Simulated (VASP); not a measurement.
# Ti3Ag (P4/mmm) in VASP: further runs

Runs on Ti3Ag. Level: LDA. Tasks: electric field gradients.

Program: VASP 6.6.1. These are calculated values, not measurements. Logs are shortened: lines on timing, memory, paths and dates and some standing lists are left out, and cuts for length are marked.

### 1 The cell of the first run

Symmetry: P4/mmm, No. 123, tetragonal system. The conventional cell has a = 4.269 Å, b = 4.269 Å, c = 4.027 Å, α = 90.00°, β = 90.00°, γ = 90.00°. Ti (site symmetry mmm) has 8 Ti at 2.93 to 3.02 Å and 4 Ag at 2.93 Å within 3.9 Å. Within 3.9 Å of Ti (site symmetry 4/mmm) lie 8 Ti at 2.93 Å and 4 Ag at 3.02 Å. Within 3.9 Å of Ag (site symmetry 4/mmm) lie 12 Ti at 2.93 to 3.02 Å.

### 2 Electric field gradients, LDA (volume scaled by 1.06)

The input, INCAR:

```
SYSTEM = Ti3Ag
  PREC = Accurate
  ENCUT = 520
  EDIFF = 1E-8
  ISMEAR = -1
  SIGMA = 0.08
  LREAL = .False.
  LASPH = .True.
  NELM = 60
  ALGO = Normal
  ISIF = 2
  LWAVE = .False.
  LCHARG = .False.
  LEFG = .True.
  NBANDS = 32
```

The input, KPOINTS:

```
Automatic mesh
0
Gamma
  9 9 9
  0 0 0
```

The input, POSCAR:

```
Ti3Ag
1.0
    4.2691188875      0.0000000000      0.0000000000
    0.0000000000      4.2691188875      0.0000000000
    0.0000000000      0.0000000000      4.0274706486
Ti Ag
3 1
Direct
    0.0000000000      0.5000000000      0.5000000000
    0.5000000000      0.0000000000      0.5000000000
    0.5000000000      0.5000000000      0.0000000000
    0.0000000000      0.0000000000      0.0000000000
```

Potentials or basis: VASP PAW LDA potentials, release 64 (Ti_sv, Ag).

Started as:

```bash
> cat potpaw_LDA.64/Ti_sv/POTCAR potpaw_LDA.64/Ag/POTCAR > POTCAR
> mpirun -np 1 vasp_std > vasp.out
```

OUTCAR:

```text
SYSTEM = Ti3Ag
   PREC = Accurate
   ENCUT = 520
   EDIFF = 1E-8
   ISMEAR = -1
   LREAL = .False.
   LASPH = .True.
   NELM = 60
   ISIF = 2

 ion  position               nearest neighbor table
   1  0.000  0.500  0.500-   4 2.93   4 2.93   4 2.93   4 2.93
   2  0.500  0.000  0.500-   4 2.93   4 2.93   4 2.93   4 2.93
   3  0.500  0.500  0.000-   4 3.02   4 3.02   4 3.02   4 3.02
   4  0.000  0.000  0.000-   1 2.93   2 2.93   1 2.93   2 2.93   1 2.93   1 2.93   2 2.93   2 2.93
                             3 3.02   3 3.02   3 3.02   3 3.02

  LATTYP: Found a simple tetragonal cell.
 ALAT       =     4.2691188875
 C/A-ratio  =     0.9433962264

  Lattice vectors:

 A1 = (   4.2691188875,   0.0000000000,   0.0000000000)
 A2 = (   0.0000000000,   4.2691188875,   0.0000000000)
 A3 = (   0.0000000000,   0.0000000000,   4.0274706486)

Analysis of symmetry for initial positions (statically):
=====================================================================
 Subroutine PRICEL returns:
 Original cell was already a primitive cell.

 Routine SETGRP: Setting up the symmetry group for a
 simple tetragonal supercell.

 Subroutine GETGRP returns: Found 16 space group operations
 (whereof 16 operations were pure point group operations)
 out of a pool of 16 trial point group operations.

The static configuration has the point symmetry D_4h.

Analysis of symmetry for dynamics (positions and initial velocities):
=====================================================================
 Subroutine PRICEL returns:
 Original cell was already a primitive cell.

 Routine SETGRP: Setting up the symmetry group for a
 simple tetragonal supercell.

 Subroutine GETGRP returns: Found 16 space group operations
 (whereof 16 operations were pure point group operations)
 out of a pool of 16 trial point group operations.

The dynamic configuration has the point symmetry D_4h.

 Subroutine INISYM returns: Found 16 space group operations
 (whereof 16 operations are pure point group operations),
 and found     1 'primitive' translations

----------------------------------------------------------------------------------------

                                     Primitive cell

  volume of cell :      73.4022

  direct lattice vectors                    reciprocal lattice vectors
     4.269118888  0.000000000  0.000000000     0.234240373  0.000000000  0.000000000
     0.000000000  4.269118888  0.000000000     0.000000000  0.234240373  0.000000000
     0.000000000  0.000000000  4.027470649     0.000000000  0.000000000  0.248294795

  length of vectors
     4.269118888  4.269118888  4.027470649     0.234240373  0.234240373  0.248294795

  position of ions in fractional coordinates (direct lattice)
     0.000000000  0.500000000  0.500000000
     0.500000000  0.000000000  0.500000000
     0.500000000  0.500000000  0.000000000
     0.000000000  0.000000000  0.000000000

  ion indices of the primitive-cell ions
   primitive index   ion index
                 1           1
                 2           2
                 3           3
                 4           4

----------------------------------------------------------------------------------------

 KPOINTS: Automatic mesh

Automatic generation of k-mesh.
 Grid dimensions read from file:
 generate k-points for:    9    9    9

 Generating k-lattice:

  Cartesian coordinates                     Fractional coordinates (reciprocal lattice)
     0.026026708  0.000000000  0.000000000     0.111111111  0.000000000  0.000000000
     0.000000000  0.026026708  0.000000000     0.000000000  0.111111111  0.000000000
     0.000000000  0.000000000  0.027588311     0.000000000  0.000000000  0.111111111

  Length of vectors
     0.026026708  0.026026708  0.027588311

  Shift w.r.t. Gamma in fractional coordinates (k-lattice)
     0.000000000  0.000000000  0.000000000

 Subroutine IBZKPT returns following result:
 ===========================================

 Found     75 irreducible k-points:

 Following reciprocal coordinates:
            Coordinates               Weight
  0.000000  0.000000  0.000000      1.000000
  0.111111  0.000000  0.000000      4.000000
  0.222222  0.000000  0.000000      4.000000
  0.333333  0.000000  0.000000      4.000000
  0.444444  0.000000  0.000000      4.000000
  0.111111  0.111111  0.000000      4.000000
[... 16 lines left out ...]
  0.333333  0.111111  0.111111     16.000000
  0.444444  0.111111  0.111111     16.000000
 [... further k-points ...]
   k-points           NKPTS =     75   k-points in BZ     NKDIM =     75   number of bands    NBANDS=     32
   number of dos      NEDOS =    301   number of ions     NIONS =      4
   total plane-waves  NPLWV =  30720
   dimension x,y,z NGX =    32 NGY =   32 NGZ =   30
   dimension x,y,z NGXF=    64 NGYF=   64 NGZF=   60
   ions per type =               3   1
   NGX,Y,Z   is equivalent  to a cutoff of  12.46, 12.46, 12.38 a.u.
   NGXF,Y,Z  is equivalent  to a cutoff of  24.92, 24.92, 24.77 a.u.
 SYSTEM =  Ti3Ag
   PREC   = accura    normal or accurate (medium, high low for compatibility)
   ISTART =      0    job   : 0-new  1-cont  2-samecut
   ICHARG =      2    charge: 1-file 2-atom 10-const
   ISPIN  =      1    spin polarized calculation?
   LNONCOLLINEAR =      F non collinear calculations
   LSORBIT =      F    spin-orbit coupling
   LASPH  =      T    aspherical Exc in radial PAW
   ENCUT  =  520.0 eV  38.22 Ry    6.18 a.u.   7.94  7.94  7.49*2*pi/ulx,y,z
   NELM   =     60;   NELMIN=  2; NELMDL= -5     # of ELM steps
   EDIFF  = 0.1E-07   stopping-criterion for ELM
   LREAL  =      F    real-space projection
   EDIFFG = 0.1E-06   stopping-criterion for IOM
   NSW    =      0    number of steps for IOM
   IBRION =     -1    ionic relax: 0-MD 1-quasi-New 2-CG
   NFREE  =      0    steps in history (QN), initial steepest desc. (CG)
   ISIF   =      2    stress and relaxation
   ISYM   =      2    0-nonsym 1-usesym 2-fastsym
   POTIM  = 0.5000    time-step for ionic-motion
   TEBEG  =    0.0;   TEEND  =   0.0 temperature during run
   PSTRESS=    0.0 pullay stress
   NELECT =      47.0000    total number of electrons
   NUPDOWN=      -1.0000    fix difference up-down
   EMIN   =  10.00;   EMAX   =-10.00  energy-range for DOS
   EFERMI =   0.00;   METHOD = LEGACY
   ISMEAR =    -1;   SIGMA  =   0.08  broadening in eV -4-tet -1-fermi 0-gaus
   EFERMI_NEDOS =   21; number of points for ismear=-14 and -15
   IALGO  =     38    algorithm
   IMIX   =      4    mixing-type and parameters
     AMIX     =   0.40;   BMIX     =  1.00
     AMIX_MAG =   1.60;   BMIX_MAG =  1.00
  volume/ion in A,a.u.               =      18.35       123.84
  Fermi-wavevector in a.u.,A,eV,Ry     =   1.411035  2.666470 27.089473  1.991020
  Thomas-Fermi vector in A             =   2.532928
   LORBIT       =      0    0 simple, 1 ext, 2 COOP (PROOUT), +10 PAW based schemes
   GGA     = CA    functional components
   LHFCALC =     F    Hartree Fock is set to
   AEXX    =    0.0000 exact exchange contribution
   IVDW    =     0    specifies the selected vdW correction
   LEPSILON=     F    determine dielectric tensor
   LRPA    =     F    only Hartree local field effects (RPA)
 non-spin polarized calculation
  energy-cutoff  :      520.00
  volume of cell :       73.40
 maximum number of plane-waves:      2013
 NGX is ok and might be reduce to    32
   NGX = 15   NGY = 15   NGZ = 15

 number of electron      46.9999981 magnetization

 Free energy of the ion-electron system (eV)
  ---------------------------------------------------
  ext. energy  EPLUGINS =         0.00000000
  ---------------------------------------------------
  free energy    TOTEN  =       -28.77919647 eV

  energy without entropy =      -28.61287068  energy(sigma->0) =      -28.69603358

 E-fermi :   7.4338     XC(G=0): -11.6859

 val. band max:        7.4326734328   @ k =   0.4444   0.2222   0.2222
 cond. band min:       7.4340654775   @ k =   0.3333   0.2222   0.0000
 fundamental gap:      0.0013920447
 Fermi energy:         7.4338367701

 k-point     1 :       0.0000    0.0000    0.0000
  band No.  band energies     occupation
      1     -48.7566      2.00000
      2     -48.6835      2.00000
      3     -48.5910      2.00000
      4     -25.5117      2.00000
      5     -25.5117      2.00000
      6     -25.4947      2.00000
[... 829 lines left out ...]
     31       9.4995      0.00000
     32       9.6447      0.00000

 [... further k-points ...]
[... 5 lines left out ...]
  --------------------------------------------------------------------------------------
  -------------------------------------------------------------------------------------
  Total       -6.9355938     -6.9355938     -6.0074936      0.0000000     -0.0000000      0.0000000
  in kB     -151.3858721   -151.3858721   -131.1278737      0.0000000     -0.0000000      0.0000000
  external PRESSURE =    -144.6332059 kB  Pullay stress =       0.0000000 kB

 VOLUME and BASIS-vectors are now :
 -----------------------------------------------------------------------------
  energy-cutoff  :      520.00
  volume of cell :       73.40
      direct lattice vectors                 reciprocal lattice vectors
     4.269118888  0.000000000  0.000000000     0.234240373  0.000000000  0.000000000
     0.000000000  4.269118888  0.000000000     0.000000000  0.234240373  0.000000000
     0.000000000  0.000000000  4.027470649     0.000000000  0.000000000  0.248294795

 POSITION                                       TOTAL-FORCE (eV/Angst)
 -----------------------------------------------------------------------------------
      0.00000      2.13456      2.01374         0.000000      0.000000      0.000000
      2.13456      0.00000      2.01374         0.000000      0.000000      0.000000
      2.13456      2.13456      0.00000         0.000000      0.000000      0.000000
      0.00000      0.00000      0.00000         0.000000      0.000000      0.000000
 -----------------------------------------------------------------------------------
    total drift:                                0.000000     -0.000000     -0.000000

  FREE ENERGIE OF THE ION-ELECTRON SYSTEM (eV)
  ---------------------------------------------------
  free  energy   TOTEN  =       -28.7791964719 eV

  energy  without entropy=      -28.6128706849  energy(sigma->0) =      -28.69603358

 Electric field gradients (V/A^2)
---------------------------------------------------------------------
 ion       V_xx      V_yy      V_zz      V_xy      V_xz      V_yz
---------------------------------------------------------------------
   1      -3.699     1.589     2.109     0.000     0.000    -0.000
   2       1.589    -3.699     2.109     0.000     0.000     0.000
   3       6.177     6.177   -12.354    -0.000     0.000     0.000
   4      -1.063    -1.063     2.126     0.000     0.000    -0.000
---------------------------------------------------------------------

 Electric field gradients after diagonalization (V/A^2)
 (convention: |V_zz| > |V_xx| > |V_yy|)
----------------------------------------------------------------------
 ion       V_xx      V_yy      V_zz     asymmetry (V_yy - V_xx)/ V_zz
----------------------------------------------------------------------
   1       2.109     1.589    -3.699       0.141
   2       2.109     1.589    -3.699       0.141
   3       6.177     6.177   -12.354       0.000
   4      -1.063    -1.063     2.126       0.000
----------------------------------------------------------------------

           NMR quadrupolar parameters

 Cq : quadrupolar parameter    Cq=e*Q*V_zz/h
 eta: asymmetry parameters     (V_yy - V_xx)/ V_zz
 Q  : nuclear electric quadrupole moment in mb (millibarn)
----------------------------------------------------------------------
 ion       Cq(MHz)       eta       Q (mb)
----------------------------------------------------------------------
   1      -0.009       0.141       1.000
   2      -0.009       0.141       1.000
   3      -0.030       0.000       1.000
   4       0.005       0.000       1.000
----------------------------------------------------------------------
```

It took 2.2 min on 1 thread of Intel Xeon Platinum 8488C (Sapphire Rapids), shared host; peak memory 0.26 GiB.

Results:

| Item | Value |
| --- | --- |
| Free energy | -28.7792 eV |
| Pressure | -14.5 GPa |

Levels at points of the mesh, in eV from the Fermi level:
```
           k point  band 21  band 22  band 23  band 24  band 25  band 26  band 27  band 28
(0.00, 0.00, 0.00)    -0.49    -0.46    -0.27    -0.01     1.98     1.98     2.04     2.04
```

Electric field gradients, principal values (V/Å²):
| atom | least | middle | greatest (by size) |
| --- | --- | --- | --- |
| 1 Ti | 1.589 | 2.109 | -3.699 |
| 2 Ti | 1.589 | 2.109 | -3.699 |
| 3 Ti | 6.177 | 6.177 | -12.354 |
| 4 Ag | -1.063 | -1.063 | 2.126 |

Caveat: without QUAD_EFG the Cq values of the log hold for a quadrupole moment of 1 mb, not for the nuclei.

[end of part 1 of 2]
